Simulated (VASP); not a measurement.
Wanted: the native input for a VASP 6.6.1 run.

- Task: single point
- Functional: PBE
- Potentials or basis: VASP PAW PBE potentials, release 64 (Ba_sv, Ti_sv, O)
- Cutoff: 520 eV
- k mesh: 8 × 8 × 8
- Occupations: fermi-dirac, width 0.05 eV
- Spin: no spin polarisation
- Dipole correction: no
- Further INCAR settings: ALGO = Normal; EDIFF = 1e-06; NBANDS = 28

The structure of BaTiO3 lies in POSCAR:

```
BaTiO3
1.0
    4.0874460000      0.0000000000      0.0000000000
    0.0000000000      4.0874460000      0.0000000000
    0.0000000000      0.0000000000      4.0073000000
Ba Ti O
1 1 3
Direct
    0.5000000000      0.5000000000      0.5000000000
    0.0000000000      0.0000000000      0.0000000000
    0.5000000000      0.0000000000      0.0000000000
    0.0000000000      0.5000000000      0.0000000000
    0.0000000000      0.0000000000      0.5000000000
```

This cell differs from its parent crystal: equal xx and yy strain of +2 %.

These files were run (other wordings do the same):

INCAR

```
  ALGO = Normal
  EDIFF = 1E-6
  ENCUT = 520
  GGA = PE
  ISIF = 2
  ISMEAR = -1
  LASPH = T
  LCHARG = F
  LREAL = F
  LWAVE = F
  NBANDS = 28
  NELM = 60
  PREC = Accurate
  SIGMA = 0.05
```

KPOINTS

```
k-points
0
Gamma
  8 8 8
```

Potentials or basis: VASP PAW PBE potentials, release 64 (Ba_sv, Ti_sv, O).

Command:

```sh
$ cat potpaw_PBE.64/Ba_sv/POTCAR potpaw_PBE.64/Ti_sv/POTCAR potpaw_PBE.64/O/POTCAR > POTCAR
$ mpirun -np 1 vasp_std > vasp.out
```

Results of the run:

```
Pressure               : -3.0 GPa
Band gap on the k mesh : 1.62 eV (least direct gap 1.80 eV)
```

Caveat: the cell differs from its parent crystal (equal xx and yy strain of +2 %); the cell stands under tension; spin-orbit coupling is left out, which moves the levels of the heavy elements.

It took 3.8 min on 1 thread of Intel(R) Xeon(R) Platinum 8259CL CPU @ 2.50GHz (Skylake/Cascade Lake), on a shared host, peak memory 0.27 GiB.
